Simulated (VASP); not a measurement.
# Si6C5 (a cell with a defect) in VASP: further runs

Runs on Si6C5 (a cell with a defect). Level: PBE. Tasks: relaxation of the atoms.

Program: VASP 6.6.1. These are calculated values, not measurements. Logs are shortened: lines on timing, memory, paths and dates and some standing lists are left out, and cuts for length are marked.

### 1 The cell of the first run

The cell holds a defect, 11 atoms: a = 5.074 Å, b = 5.355 Å, c = 5.355 Å, α = 120.00°, β = 90.00°, γ = 90.00°.

### 2 Relaxation of the atoms, PBE (atoms taken out)

Input file INCAR:

```
SYSTEM = Si6C5
  PREC = Accurate
  ENCUT = 520
  EDIFF = 1E-6
  ISMEAR = 0
  SIGMA = 0.01
  LREAL = .FALSE.
  LASPH = .TRUE.
  NELM = 60
  ALGO = Normal
  ISIF = 2
  LWAVE = .FALSE.
  LCHARG = .FALSE.
  GGA = PE
  IBRION = 2
  NSW = 65
  EDIFFG = -0.025
```

Input file KPOINTS:

```
Automatic mesh
0
G
  2 2 2
  0 0 0
```

Input file POSCAR:

```
Si6C5
1.0
    0.0000000000      0.0000000000      5.0742922929
    4.6379047741     -2.6776955698      0.0000000000
    0.0000000000      5.3553911397      0.0000000000
Si C
6 5
Direct
    0.4995817072      0.0000000000      0.3333333333
    0.4995817072      0.6666666667      0.6666666667
    0.4995817072      0.3333333333      1.0000000000
    0.9995817072      0.3333333333      0.3333333333
    0.9995817072      0.0000000000      0.6666666667
    0.9995817072      0.6666666667      1.0000000000
    0.8754182928      0.6666666667      0.6666666667
    0.8754182928      0.3333333333      1.0000000000
    0.3754182928      0.3333333333      0.3333333333
    0.3754182928      0.0000000000      0.6666666667
    0.3754182928      0.6666666667      1.0000000000
```

Potentials or basis: VASP PAW PBE potentials, release 64 (Si, C).

On the command line:

```
cat potpaw_PBE.64/Si/POTCAR potpaw_PBE.64/C/POTCAR > POTCAR
mpirun -np 1 vasp_std > vasp.out
```

OUTCAR:

```text
SYSTEM = Si6C5
   PREC = Accurate
   ENCUT = 520
   EDIFF = 1E-6
   ISMEAR = 0
   LREAL = .FALSE.
   LASPH = .TRUE.
   NELM = 60
   ISIF = 2
   GGA = PE
   IBRION = 2
   NSW = 65
   EDIFFG = -0.025

 ion  position               nearest neighbor table
   1  0.500  0.000  0.333-   9 1.89  11 1.89  10 1.89   3 3.09   2 3.09   2 3.09   3 3.09   2 3.09
                             3 3.09   4 3.10   4 3.10   6 3.10   6 3.10   5 3.10   5 3.10
   2  0.500  0.667  0.667-  10 1.89  11 1.89   9 1.89   7 1.91   3 3.09   1 3.09   1 3.09   3 3.09
                             1 3.09   3 3.09   5 3.10   5 3.10   6 3.10   6 3.10   4 3.10   4 3.10
   3  0.500  0.333  0.000-  10 1.89   9 1.89  11 1.89   8 1.91   2 3.09   1 3.09   1 3.09   2 3.09
                             1 3.09   2 3.09   5 3.10   5 3.10   4 3.10   4 3.10   6 3.10   6 3.10
   4  1.000  0.333  0.333-   8 1.89   7 1.89   9 1.91   6 3.09   5 3.09   5 3.09   6 3.09   5 3.09
                             6 3.09   1 3.10   1 3.10   3 3.10   3 3.10   2 3.10   2 3.10
   5  1.000  0.000  0.667-   7 1.89   8 1.89  10 1.91   6 3.09   4 3.09   6 3.09   4 3.09   4 3.09
                             6 3.09   2 3.10   2 3.10   3 3.10   3 3.10   1 3.10   1 3.10
   6  1.000  0.667  0.000-   7 1.89   8 1.89  11 1.91   4 3.09   5 3.09   5 3.09   4 3.09   4 3.09
                             5 3.09   1 3.10   1 3.10   2 3.10   2 3.10   3 3.10   3 3.10
   7  0.875  0.667  0.667-   5 1.89   6 1.89   4 1.89   2 1.91
   8  0.875  0.333  0.000-   5 1.89   4 1.89   6 1.89   3 1.91
   9  0.375  0.333  0.333-   1 1.89   3 1.89   2 1.89   4 1.91
  10  0.375  0.000  0.667-   2 1.89   3 1.89   1 1.89   5 1.91
  11  0.375  0.667  0.000-   1 1.89   2 1.89   3 1.89   6 1.91

  LATTYP: Found a hexagonal cell.
 ALAT       =     5.3553911396
 C/A-ratio  =     0.9475110521

  Lattice vectors:

 A1 = (   4.6379047741,  -2.6776955698,   0.0000000000)
 A2 = (   0.0000000000,   5.3553911397,   0.0000000000)
 A3 = (   0.0000000000,   0.0000000000,   5.0742922929)

Analysis of symmetry for initial positions (statically):
=====================================================================
 Subroutine PRICEL returns:
 Original cell was already a primitive cell.

 Routine SETGRP: Setting up the symmetry group for a
 hexagonal supercell.

 Subroutine GETGRP returns: Found  6 space group operations
 (whereof  2 operations were pure point group operations)
 out of a pool of 24 trial point group operations.

The static configuration has the point symmetry C_1h.
 The point group associated with its full space group is C_3v.

Analysis of symmetry for dynamics (positions and initial velocities):
=====================================================================
 Subroutine PRICEL returns:
 Original cell was already a primitive cell.

 Routine SETGRP: Setting up the symmetry group for a
 hexagonal supercell.

 Subroutine GETGRP returns: Found  6 space group operations
[... 97 lines left out ...]
   LSORBIT =      F    spin-orbit coupling
   LASPH  =      T    aspherical Exc in radial PAW
   ENCUT  =  520.0 eV  38.22 Ry    6.18 a.u.   9.43  9.96  9.96*2*pi/ulx,y,z
   NELM   =     60;   NELMIN=  2; NELMDL= -5     # of ELM steps
   EDIFF  = 0.1E-05   stopping-criterion for ELM
   LREAL  =      F    real-space projection
   EDIFFG = -.3E-01   stopping-criterion for IOM
   NSW    =     65    number of steps for IOM
   IBRION =      2    ionic relax: 0-MD 1-quasi-New 2-CG
   NFREE  =      1    steps in history (QN), initial steepest desc. (CG)
   ISIF   =      2    stress and relaxation
   ISYM   =      2    0-nonsym 1-usesym 2-fastsym
   POTIM  = 0.5000    time-step for ionic-motion
   TEBEG  =    0.0;   TEEND  =   0.0 temperature during run
   PSTRESS=    0.0 pullay stress
   NELECT =      44.0000    total number of electrons
   NUPDOWN=      -1.0000    fix difference up-down
   EMIN   =  10.00;   EMAX   =-10.00  energy-range for DOS
   EFERMI =   0.00;   METHOD = LEGACY
   ISMEAR =     0;   SIGMA  =   0.01  broadening in eV -4-tet -1-fermi 0-gaus
   EFERMI_NEDOS =   21; number of points for ismear=-14 and -15
   IALGO  =     38    algorithm
   IMIX   =      4    mixing-type and parameters
     AMIX     =   0.40;   BMIX     =  1.00
     AMIX_MAG =   1.60;   BMIX_MAG =  1.00
  volume/ion in A,a.u.               =      11.46        77.32
  Fermi-wavevector in a.u.,A,eV,Ry     =   1.152735  2.178354 18.079400  1.328798
  Thomas-Fermi vector in A             =   2.289384
   LORBIT       =      0    0 simple, 1 ext, 2 COOP (PROOUT), +10 PAW based schemes
   GGA     = PE    functional components
   LHFCALC =     F    Hartree Fock is set to
   AEXX    =    0.0000 exact exchange contribution
   IVDW    =     0    specifies the selected vdW correction
   LEPSILON=     F    determine dielectric tensor
   LRPA    =     F    only Hartree local field effects (RPA)
 conjugate gradient relaxation of ions
 non-spin polarized calculation
 Gauss-broadening in eV      SIGMA  =   0.01
  energy-cutoff  :      520.00
  volume of cell :      126.03
 maximum number of plane-waves:      3426
 NGX is ok and might be reduce to    40
   NGX = 19   NGY = 19   NGZ = 19

--------------------------------------- Ionic step        1  -------------------------------------------

 number of electron      44.0000001 magnetization

 Free energy of the ion-electron system (eV)
  ---------------------------------------------------
  ext. energy  EPLUGINS =         0.00000000
  ---------------------------------------------------
  free energy    TOTEN  =       -76.55210828 eV

  energy without entropy =      -76.55017982  energy(sigma->0) =      -76.55114405

------------------------ aborting loop because EDIFF is reached ----------------------------------------

  FORCE on cell =-STRESS in cart. coord.  units (eV):
  Direction    XX          YY          ZZ          XY          YZ          ZX
  --------------------------------------------------------------------------------------
  -------------------------------------------------------------------------------------
  Total       -2.8501170     -2.8501170      3.8896968     -0.0000000      0.0000000      0.0000000
  in kB      -36.2313704    -36.2313704     49.4467585     -0.0000000      0.0000000      0.0000000
  external PRESSURE =      -7.6719941 kB  Pullay stress =       0.0000000 kB
[... 257 lines left out ...]
--------------------------------------- Ionic step        7  -------------------------------------------

 number of electron      44.0000000 magnetization

 Free energy of the ion-electron system (eV)
  ---------------------------------------------------
  ext. energy  EPLUGINS =         0.00000000
  ---------------------------------------------------
  free energy    TOTEN  =       -76.61055498 eV

  energy without entropy =      -76.60862638  energy(sigma->0) =      -76.60959068

 E-fermi :   9.2489     XC(G=0): -11.0642

 val. band max:        9.2458075609   @ k =   0.5000   0.5000   0.0000
 cond. band min:       9.2786760267   @ k =   0.5000   0.5000   0.0000
 fundamental gap:      0.0328684658
 Fermi energy:         9.2488530228

 k-point     1 :       0.0000    0.0000    0.0000
  band No.  band energies     occupation
      1      -7.5653      2.00000
      2      -4.2107      2.00000
      3      -3.5342      2.00000
      4      -3.4554      2.00000
      5      -3.4554      2.00000
      6      -0.9050      2.00000
[... 151 lines left out ...]
  FREE ENERGIE OF THE ION-ELECTRON SYSTEM (eV)
  ---------------------------------------------------
  free  energy   TOTEN  =       -76.6105549774 eV

  energy  without entropy=      -76.6086263800  energy(sigma->0) =      -76.60959068

 reached required accuracy - stopping structural energy minimisation
```

It took 36 s on 1 thread of Intel Xeon 6975P-C (Granite Rapids), shared host; peak memory 0.23 GiB.

What came out:

```yaml
Free_energy: -76.6106 eV
Energy_gained_by_relaxing: 5.3 meV/atom
Ionic_steps: 7
Pressure_after_relaxing: -1.6 GPa
Largest_force_after_relaxing: 0.024 eV/Å
Band_gap_on_the_k_mesh: zero (bands 22 and 23 overlap by 0.72 eV)
```

Forces in eV/Å, atoms in the order of the input:
```
Si   0.000  0.000 -0.012
Si   0.000  0.000 -0.006
Si   0.000  0.000 -0.006
Si  -0.003  0.002 -0.005
Si   0.000 -0.004 -0.005
Si   0.003  0.002 -0.005
C    0.000  0.000 -0.010
C    0.000  0.000 -0.010
C   -0.011  0.006  0.020
C    0.000 -0.012  0.020
C    0.011  0.006  0.020
```

The path:
```csv
step,energy change (eV),largest force (eV/Å),pressure (GPa)
1,0.0000,0.7050,-0.77
2,-0.0549,0.1755,-1.18
3,-0.0553,0.1412,-1.16
4,-0.0577,0.0516,-1.40
5,-0.0577,0.0505,-1.42
6,-0.0583,0.0251,-1.53
7,-0.0584,0.0238,-1.61
```

Final structure:
```xyz
11
Lattice="0.0000 0.0000 5.0743 4.6379 -2.6777 0.0000 0.0000 5.3554 0.0000" Properties=species:S:1:pos:R:3 pbc="T T T"
Si    0.0000    1.7851    2.5519
Si    3.0919    1.7851    2.5217
Si    1.5460   -0.8926    2.5217
Si    1.5203    0.9074    0.0194
Si    0.0000    3.5407    0.0194
Si    3.1176   -1.7703    0.0194
C     3.0919    1.7851    4.4240
C     1.5460   -0.8926    4.4240
C     1.5598    0.8846    1.8988
C     0.0000    3.5862    1.8988
C     3.0781    3.5623    1.8988
```

Levels at points of the mesh, in eV from the Fermi level:
```tsv
k point	band 17	band 18	band 19	band 20	band 21	band 22	band 23	band 24	band 25	band 26
(0.00, 0.00, 0.00)	-4.79	-4.56	-3.71	-2.49	-2.49	0.36	0.36	0.46	1.56	1.56
(0.50, 0.00, 0.00)	-3.57	-3.35	-3.35	-2.44	-2.44	0.72	0.72	0.99	3.27	3.60
(0.00, 0.50, 0.00)	-4.33	-3.88	-3.11	-3.05	-2.75	-0.40	0.31	0.32	1.37	3.17
(0.50, 0.50, 0.00)	-4.22	-4.19	-4.17	-4.08	-3.15	-0.68	0.00	0.03	1.70	2.51
```

Caveat: the k points lie up to 0.68 Å⁻¹ apart, too coarse for converged energies and pressures of a metal; the cell differs from its parent crystal (atoms taken out).

### 3 Relaxation of the atoms, PBE (atoms taken out)

Input file INCAR:

```
PREC = Accurate
ENCUT = 520
EDIFF = 1E-6
ISMEAR = 0
SIGMA = 0.01
LREAL = False
LASPH = True
NELM = 60
ALGO = Normal
ISIF = 2
LWAVE = False
LCHARG = False
GGA = PE
IBRION = 2
NSW = 65
EDIFFG = -0.025
NELECT = 42.0
```

Input file KPOINTS:

```
regular mesh
0
Gamma
  2 2 2
```

Input file POSCAR:

```
Si6C5
1.0
    0.0000000000      0.0000000000      5.0742922929
    4.6379047741     -2.6776955698      0.0000000000
    0.0000000000      5.3553911397      0.0000000000
Si C
6 5
Direct
    0.4758032948      0.0000000000      0.3333333333
    0.4992793885      0.6666666667      0.6666666667
    0.4992793885      0.3333333333      1.0000000000
    1.0069260262      0.3391768996      0.3333333333
    1.0069260262      0.0000000000      0.6725102329
    1.0069260262      0.6608231004      0.9941564338
    0.8736289581      0.6666666667      0.6666666667
    0.8736289581      0.3333333333      1.0000000000
    0.3773945467      0.3370832615      0.3333333333
    0.3773945467      0.0000000000      0.6704165949
    0.3773945467      0.6629167385      0.9962500718
```

Potentials or basis: VASP PAW PBE potentials, release 64 (Si, C).

On the command line:

```
cat potpaw_PBE.64/Si/POTCAR potpaw_PBE.64/C/POTCAR > POTCAR
mpirun -np 1 vasp_std > vasp.out
```

It took 54 s on 1 thread of Intel Xeon 6975P-C (Granite Rapids), shared host; peak memory 0.23 GiB.

Results (log left out):

| Property | Result |
| --- | --- |
| Free energy | -94.5999 eV |
| Energy gained by relaxing | 6.2 meV/atom |
| Ionic steps | 11 |
| Largest force after relaxing | 0.003 eV/Å |

Forces on the atoms (eV/Å):
```
Si   0.000  0.000  0.001
Si   0.000  0.000  0.003
Si   0.000  0.000  0.003
Si  -0.001  0.000 -0.003
Si   0.000 -0.001 -0.003
Si   0.001  0.000 -0.003
C    0.000  0.000 -0.003
C    0.000  0.000 -0.003
C    0.001  0.000  0.002
C    0.000  0.001  0.002
C   -0.001  0.000  0.002
```

The path:
```csv
step,energy change (eV),largest force (eV/Å),pressure (GPa)
1,0.0000,0.6766,-30.38
2,-0.0544,0.2462,-29.53
3,-0.0552,0.1897,-29.63
4,-0.0622,0.1517,-29.28
5,-0.0647,0.1155,-28.90
6,-0.0660,0.0946,-28.76
7,-0.0661,0.0942,-28.79
8,-0.0671,0.0568,-28.75
9,-0.0678,0.0322,-28.67
10,-0.0678,0.0349,-28.68
11,-0.0679,0.0033,-28.68
```

Final structure:
```yaml
crystal:
  lattice:
    - [0.00000, 0.00000, 5.07429]
    - [4.63790, -2.67770, 0.00000]
    - [0.00000, 5.35539, 0.00000]
  atoms:
    - { symbol: Si, position: [0.45854, 0.00000, 0.33333] }
    - { symbol: Si, position: [0.49926, 0.66667, 0.66667] }
    - { symbol: Si, position: [0.49926, 0.33333, 0.00000] }
    - { symbol: Si, position: [0.00959, 0.34511, 0.33333] }
    - { symbol: Si, position: [0.00959, 0.00000, 0.67844] }
    - { symbol: Si, position: [0.00959, 0.65489, 0.98823] }
    - { symbol: C, position: [0.87402, 0.66667, 0.66667] }
    - { symbol: C, position: [0.87402, 0.33333, 0.00000] }
    - { symbol: C, position: [0.38024, 0.33476, 0.33333] }
    - { symbol: C, position: [0.38024, 0.00000, 0.66810] }
    - { symbol: C, position: [0.38024, 0.66524, 0.99857] }
```

Levels at points of the mesh, in eV from the Fermi level:
```csv
k point,band 17,band 18,band 19,band 20,band 21,band 22,band 23,band 24,band 25,band 26
"(0.00, 0.00, 0.00)",-2.60,-1.84,-1.23,-0.35,-0.35,2.76,2.76,3.02,4.26,4.26
"(0.50, 0.00, 0.00)",-1.26,-1.10,-1.10,-0.35,-0.35,3.14,3.14,3.66,5.57,6.05
"(0.00, 0.50, 0.00)",-1.95,-1.63,-0.88,-0.74,-0.10,2.05,2.70,2.87,3.83,5.86
"(0.50, 0.50, 0.00)",-2.05,-1.95,-1.90,-1.82,-0.43,1.85,2.70,2.82,4.21,5.04
```

Caveat: the k points lie up to 0.68 Å⁻¹ apart; the cell carries a net charge on a neutralising background, which shifts energy and pressure; the cell differs from its parent crystal (atoms taken out); the cell is charged against a uniform background, so pressure and absolute levels hang on convention.

### 4 Relaxation of the atoms, PBE

Input file INCAR:

```
SYSTEM = Si6C5
PREC     = Accurate       ! precision mode
ENCUT    = 520            ! plane-wave cutoff, eV
EDIFF    = 1E-6           ! SCF threshold, eV
ISMEAR   = 0              ! smearing method
SIGMA    = 0.01           ! smearing width, eV
LREAL    = .FALSE.        ! projectors in reciprocal space
LASPH    = .TRUE.         ! aspherical terms in the spheres
NELM     = 100            ! most SCF steps
ALGO     = Normal         ! electronic algorithm
ISIF     = 2              ! what is computed and relaxed
LWAVE    = .FALSE.        ! write WAVECAR
LCHARG   = .FALSE.        ! write CHGCAR
GGA      = PE             ! functional
IBRION   = 2              ! ionic algorithm
NSW      = 65             ! ionic steps
EDIFFG   = -0.025         ! ionic threshold
NELECT   = 42.0
```

Input file KPOINTS:

```
regular mesh
0
G
  2 2 2
  0 0 0
```

POSCAR is that of step 3.

On the command line:

```
cat potpaw_PBE.64/Si/POTCAR potpaw_PBE.64/C/POTCAR > POTCAR
mpirun -np 1 vasp_std > vasp.out
```

Wall time 51 s (1 thread of Intel Xeon 6975P-C (Granite Rapids), shared host); peak memory 0.23 GiB.

The run converged. Its results:

```
Free energy                  : -94.5999 eV
Energy gained by relaxing    : 6.2 meV/atom
Ionic steps                  : 11
Largest force after relaxing : 0.003 eV/Å
```

Forces in eV/Å, atoms in the order of the input:
```
Si   0.000  0.000  0.001
Si   0.000  0.000  0.003
Si   0.000  0.000  0.003
Si  -0.001  0.000 -0.003
Si   0.000 -0.001 -0.003
Si   0.001  0.000 -0.003
C    0.000  0.000 -0.003
C    0.000  0.000 -0.003
C    0.001  0.000  0.002
C    0.000  0.001  0.002
C   -0.001  0.000  0.002
```

Step by step:
| step | energy change (eV) | largest force (eV/Å) | pressure (GPa) |
| --- | --- | --- | --- |
| 1 | 0.0000 | 0.6766 | -30.38 |
| 2 | -0.0544 | 0.2462 | -29.53 |
| 3 | -0.0552 | 0.1897 | -29.63 |
| 4 | -0.0622 | 0.1517 | -29.28 |
| 5 | -0.0647 | 0.1155 | -28.90 |
| 6 | -0.0660 | 0.0946 | -28.76 |
| 7 | -0.0661 | 0.0942 | -28.79 |
| 8 | -0.0671 | 0.0568 | -28.75 |
| 9 | -0.0678 | 0.0322 | -28.67 |
| 10 | -0.0678 | 0.0349 | -28.68 |
| 11 | -0.0679 | 0.0033 | -28.68 |

Final structure:
```yaml
crystal:
  lattice:
    - [0.00000, 0.00000, 5.07429]
    - [4.63790, -2.67770, 0.00000]
    - [0.00000, 5.35539, 0.00000]
  atoms:
    - { symbol: Si, position: [0.45854, 0.00000, 0.33333] }
    - { symbol: Si, position: [0.49926, 0.66667, 0.66667] }
    - { symbol: Si, position: [0.49926, 0.33333, 0.00000] }
    - { symbol: Si, position: [0.00959, 0.34511, 0.33333] }
    - { symbol: Si, position: [0.00959, 0.00000, 0.67844] }
    - { symbol: Si, position: [0.00959, 0.65489, 0.98823] }
    - { symbol: C, position: [0.87402, 0.66667, 0.66667] }
    - { symbol: C, position: [0.87402, 0.33333, 0.00000] }
    - { symbol: C, position: [0.38024, 0.33476, 0.33333] }
    - { symbol: C, position: [0.38024, 0.00000, 0.66810] }
    - { symbol: C, position: [0.38024, 0.66524, 0.99857] }
```

Levels at points of the mesh, in eV from the Fermi level:
```tsv
k point	band 19	band 20	band 21	band 22	band 23	band 24
(0.00, 0.00, 0.00)	-1.23	-0.35	-0.35	2.76	2.76	3.02
(0.50, 0.00, 0.00)	-1.10	-0.35	-0.35	3.14	3.14	3.66
(0.00, 0.50, 0.00)	-0.88	-0.74	-0.10	2.05	2.70	2.87
(0.50, 0.50, 0.00)	-1.90	-1.82	-0.43	1.85	2.70	2.82
```

Caveat: the k points lie up to 0.68 Å⁻¹ apart; the cell carries a net charge on a neutralising background, which shifts energy and pressure; the cell is charged against a uniform background, so pressure and absolute levels hang on convention.
